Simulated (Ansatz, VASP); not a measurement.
One calculation of Ru, two programs

File INCAR:

```
SYSTEM = Ru
  ALGO = Normal
  EDIFF = 1E-7
  ENCUT = 520
  GGA = CA
  ISIF = 2
  ISMEAR = 0
  LASPH = .True.
  LCHARG = .False.
  LREAL = .False.
  LWAVE = .False.
  NBANDS = 21
  NELM = 100
  PREC = Accurate
  SIGMA = 0.2
```

Contents of KPOINTS:

```
k-points
0
Gamma
  13 13 8
  0 0 0
```

POSCAR

```
Ru
1.0
    2.6775346364      0.0000000000      0.0000000000
   -1.3387673182      2.3188130146      0.0000000000
    0.0000000000      0.0000000000      4.2181251212
Ru
2
Direct
    0.3333333333      0.6666666667      0.2500000000
    0.6666666667      0.3333333333      0.7500000000
```

Input for Ansatz:

```yaml
crystal:
  lattice:
    - [2.6775346364, 0.0, 0.0]
    - [-1.3387673182, 2.3188130146, 0.0]
    - [0.0, 0.0, 4.2181251212]
  atoms:
    - { symbol: Ru, position: [0.3333333333, 0.6666666667, 0.25] }
    - { symbol: Ru, position: [0.6666666667, 0.3333333333, 0.75] }
hamiltonian:
  xc: lda
  pseudopotentials:
    kind: paw
    azcp:
      Ru: "pseudopotentials/Ru.paw.azcp"
basis:
  ecutwfc: 420
  fft_grid_basis: typed
kpoints:
  mp_grid: { grid: [13, 13, 8], shift: [0, 0, 0] }
magnetization:
  spin_polarized: false
scf:
  occupations: { method: gaussian, width: 0.2 }
  lower_state_search: "off"
output:
  stress: true
  write_density: true
  write_potential: true
  elf: true
  volumetric_format: npy
```

Alike in both runs: task single point; functional LDA; k mesh 13 × 13 × 8; occupations gaussian, width 0.2 eV; no spin polarisation.

```csv
,VASP,Ansatz
version,VASP 6.6.1,Ansatz 0.2.0
potentials or method,"VASP PAW LDA potentials, release 64 (Ru_pv), cutoff 520 eV","plane waves (420 eV) with PAW, scalar-relativistic"
valence electrons in the cell,28,32
```

Ansatz gave:

| Item | Value |
| --- | --- |
| pressure (GPa) | -0.1 |
| traceless stress, the component that is largest in VASP (GPa) | -0.15 |

Q: Estimate VASP's values.

A: Pressure (GPa): 0.9; traceless stress, the component that is largest in VASP (GPa): -0.07.

Ansatz warns that its potentials were made for another functional, while VASP's fit it. LDA's correlation is that of Perdew and Zunger in VASP and of Perdew and Wang (1992) in Ansatz. VASP's potentials hold 28 valence electrons a cell and Ansatz's 32, so a difference there can come from the potentials and not from the codes.
